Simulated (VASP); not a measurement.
# RbCl (Fm-3m) in VASP: notebook, part 2 of 3

VASP 6.6.1.

## 3. Electric field gradients, PBEsol

INCAR reads:

```
SYSTEM = RbCl
PREC = Accurate ; ENCUT = 400
EDIFF = 1E-8 ; ISMEAR = -1
SIGMA = 0.03 ; LREAL = .False.
LASPH = .True. ; NELM = 120
ALGO = Normal ; ISIF = 2
LWAVE = .False. ; LCHARG = .False.
GGA = PS ; LEFG = .True.
NBANDS = 15 ; GGA_COMPAT = .False.
```

KPOINTS reads:

```
Automatic mesh
0
Gamma
  6 6 6
  0 0 0
```

POSCAR reads:

```
RbCl
1.0
    0.0000000000      3.2740000000      3.2740000000
    3.2740000000      0.0000000000      3.2740000000
    3.2740000000      3.2740000000      0.0000000000
Rb Cl
1 1
Direct
    0.0000000000      0.0000000000      0.0000000000
    0.5000000000      0.5000000000      0.5000000000
```

Potentials or basis: VASP PAW PBE potentials, release 64 (Rb_sv, Cl).

On the command line:

```console
cat potpaw_PBE.64/Rb_sv/POTCAR potpaw_PBE.64/Cl/POTCAR > POTCAR
mpirun -np 1 vasp_std > vasp.out
```

OUTCAR:

```text
SYSTEM = RbCl
   PREC = Accurate
   ENCUT = 400
   EDIFF = 1E-8
   ISMEAR = -1
   LREAL = .False.
   LASPH = .True.
   NELM = 120
   ISIF = 2
   GGA = PS

 ion  position               nearest neighbor table
   1  0.000  0.000  0.000-   2 3.27   2 3.27   2 3.27   2 3.27   2 3.27   2 3.27
   2  0.500  0.500  0.500-   1 3.27   1 3.27   1 3.27   1 3.27   1 3.27   1 3.27

  LATTYP: Found a face centered cubic cell.
 ALAT       =     6.5480000000

  Lattice vectors:

 A1 = (   0.0000000000,   3.2740000000,   3.2740000000)
 A2 = (   3.2740000000,   0.0000000000,   3.2740000000)
 A3 = (   3.2740000000,   3.2740000000,   0.0000000000)

Analysis of symmetry for initial positions (statically):
=====================================================================
 Subroutine PRICEL returns:
 Original cell was already a primitive cell.

 Routine SETGRP: Setting up the symmetry group for a
 face centered cubic supercell.

 Subroutine GETGRP returns: Found 48 space group operations
 (whereof 48 operations were pure point group operations)
 out of a pool of 48 trial point group operations.

The static configuration has the point symmetry O_h .

Analysis of symmetry for dynamics (positions and initial velocities):
=====================================================================
 Subroutine PRICEL returns:
 Original cell was already a primitive cell.

 Routine SETGRP: Setting up the symmetry group for a
 face centered cubic supercell.

 Subroutine GETGRP returns: Found 48 space group operations
 (whereof 48 operations were pure point group operations)
 out of a pool of 48 trial point group operations.

The dynamic configuration has the point symmetry O_h .

 Subroutine INISYM returns: Found 48 space group operations
 (whereof 48 operations are pure point group operations),
 and found     1 'primitive' translations

----------------------------------------------------------------------------------------

                                     Primitive cell

  volume of cell :      70.1885

  direct lattice vectors                    reciprocal lattice vectors
     0.000000000  3.274000000  3.274000000    -0.152718387  0.152718387  0.152718387
     3.274000000  0.000000000  3.274000000     0.152718387 -0.152718387  0.152718387
     3.274000000  3.274000000  0.000000000     0.152718387  0.152718387 -0.152718387

  length of vectors
     4.630135203  4.630135203  4.630135203     0.264516006  0.264516006  0.264516006

  position of ions in fractional coordinates (direct lattice)
     0.000000000  0.000000000  0.000000000
     0.500000000  0.500000000  0.500000000

  ion indices of the primitive-cell ions
   primitive index   ion index
                 1           1
                 2           2

----------------------------------------------------------------------------------------

 KPOINTS: Automatic mesh

Automatic generation of k-mesh.
 Grid dimensions read from file:
 generate k-points for:    6    6    6

 Generating k-lattice:

[... 70 lines left out ...]
   IMIX   =      4    mixing-type and parameters
     AMIX     =   0.40;   BMIX     =  1.00
     AMIX_MAG =   1.60;   BMIX_MAG =  1.00
  volume/ion in A,a.u.               =      35.09       236.83
  Fermi-wavevector in a.u.,A,eV,Ry     =   1.000060  1.889840 13.607465  1.000120
  Thomas-Fermi vector in A             =   2.132392
   LORBIT       =      0    0 simple, 1 ext, 2 COOP (PROOUT), +10 PAW based schemes
   GGA     = PS    functional components
   LHFCALC =     F    Hartree Fock is set to
   AEXX    =    0.0000 exact exchange contribution
   IVDW    =     0    specifies the selected vdW correction
   LEPSILON=     F    determine dielectric tensor
   LRPA    =     F    only Hartree local field effects (RPA)
 non-spin polarized calculation
  energy-cutoff  :      400.00
  volume of cell :       70.19
 maximum number of plane-waves:      1303
   NGX = 15   NGY = 15   NGZ = 15

 number of electron      16.0000000 magnetization

 Free energy of the ion-electron system (eV)
  ---------------------------------------------------
  ext. energy  EPLUGINS =         0.00000000
  ---------------------------------------------------
  free energy    TOTEN  =        -6.89552707 eV

  energy without entropy =       -6.89552707  energy(sigma->0) =       -6.89552707

 E-fermi :  -1.1494     XC(G=0):  -7.5903

 val. band max:       -1.8936147906   @ k =   0.0000   0.0000   0.0000
 cond. band min:       2.9935395306   @ k =   0.0000   0.0000   0.0000
 fundamental gap:      4.8871543212
 Fermi energy:        -1.1494020697

 k-point     1 :       0.0000    0.0000    0.0000
  band No.  band energies     occupation
      1     -25.7348      2.00000
      2     -13.8776      2.00000
      3      -9.7948      2.00000
      4      -9.7948      2.00000
      5      -9.7948      2.00000
      6      -1.8936      2.00000
      7      -1.8936      2.00000
      8      -1.8936      2.00000
      9       2.9935      0.00000
     10       6.0189      0.00000
     11       6.0189      0.00000
     12       6.0189      0.00000
     13       7.0098      0.00000
     14       7.0098      0.00000
[... 257 lines left out ...]
      2     -13.8536      2.00000
      3     -10.0337      2.00000
      4      -9.9480      2.00000
      5      -9.8121      2.00000
      6      -2.2744      2.00000
      7      -2.1868      2.00000
      8      -2.0772      2.00000
      9       4.8959      0.00000
     10       6.5871      0.00000
     11       6.8741      0.00000
     12       7.9292      0.00000
     13       8.9510      0.00000
     14       9.9213      0.00000
     15      10.3919      0.00000

------------------------ aborting loop because EDIFF is reached ----------------------------------------

  FORCE on cell =-STRESS in cart. coord.  units (eV):
  Direction    XX          YY          ZZ          XY          YZ          ZX
  --------------------------------------------------------------------------------------
  -------------------------------------------------------------------------------------
  Total       -0.0048098     -0.0048098     -0.0048098      0.0000000      0.0000000     -0.0000000
  in kB       -0.1097920     -0.1097920     -0.1097920      0.0000000      0.0000000     -0.0000000
  external PRESSURE =      -0.1097920 kB  Pullay stress =       0.0000000 kB

 VOLUME and BASIS-vectors are now :
 -----------------------------------------------------------------------------
  energy-cutoff  :      400.00
  volume of cell :       70.19
      direct lattice vectors                 reciprocal lattice vectors
     0.000000000  3.274000000  3.274000000    -0.152718387  0.152718387  0.152718387
     3.274000000  0.000000000  3.274000000     0.152718387 -0.152718387  0.152718387
     3.274000000  3.274000000  0.000000000     0.152718387  0.152718387 -0.152718387

 POSITION                                       TOTAL-FORCE (eV/Angst)
 -----------------------------------------------------------------------------------
      0.00000      0.00000      0.00000        -0.000000      0.000000      0.000000
      3.27400      3.27400      3.27400         0.000000     -0.000000      0.000000
 -----------------------------------------------------------------------------------
    total drift:                                0.000000      0.000000      0.000000

  FREE ENERGIE OF THE ION-ELECTRON SYSTEM (eV)
  ---------------------------------------------------
  free  energy   TOTEN  =        -6.8955270715 eV

  energy  without entropy=       -6.8955270715  energy(sigma->0) =       -6.89552707

 Electric field gradients (V/A^2)
---------------------------------------------------------------------
 ion       V_xx      V_yy      V_zz      V_xy      V_xz      V_yz
---------------------------------------------------------------------
   1      -0.000     0.000     0.000    -0.000    -0.000    -0.000
   2      -0.000     0.000    -0.000    -0.000    -0.000    -0.000
---------------------------------------------------------------------

 Electric field gradients after diagonalization (V/A^2)
 (convention: |V_zz| > |V_xx| > |V_yy|)
----------------------------------------------------------------------
 ion       V_xx      V_yy      V_zz     asymmetry (V_yy - V_xx)/ V_zz
----------------------------------------------------------------------
   1       0.000     0.000    -0.000       0.000
   2       0.000     0.000    -0.001       0.000
----------------------------------------------------------------------

           NMR quadrupolar parameters

 Cq : quadrupolar parameter    Cq=e*Q*V_zz/h
 eta: asymmetry parameters     (V_yy - V_xx)/ V_zz
 Q  : nuclear electric quadrupole moment in mb (millibarn)
----------------------------------------------------------------------
 ion       Cq(MHz)       eta       Q (mb)
----------------------------------------------------------------------
   1      -0.000       0.000       1.000
   2      -0.000       0.000       1.000
----------------------------------------------------------------------
```

Wall time 23 s (1 thread of Intel Xeon 8259CL, shared host); peak memory 0.16 GiB.

Results:

```
Free energy                             : -6.8955 eV
Pressure                                : 0.0 GPa
Band gap on the k mesh                  : 4.89 eV
Largest electric field gradient by atom : zero within the noise of the run
```

Levels at points of the mesh, in eV from the valence-band top:
| k point | band 6 | band 7 | band 8 | band 9 | band 10 | band 11 |
| --- | --- | --- | --- | --- | --- | --- |
| (0.00, 0.00, 0.00) | 0.00 | 0.00 | 0.00 | 4.89 | 7.91 | 7.91 |
| (0.50, 0.00, 0.00) | -0.91 | -0.36 | -0.36 | 7.65 | 7.92 | 10.14 |
| (0.50, 0.50, 0.00) | -0.33 | -0.10 | -0.10 | 6.07 | 8.01 | 9.64 |

Caveat: the PAW data sets were made with another functional, which shifts forces and pressure a little. A hybrid or GW would open this gap; PBEsol tends to underestimate it.

[end of part 2 of 3]
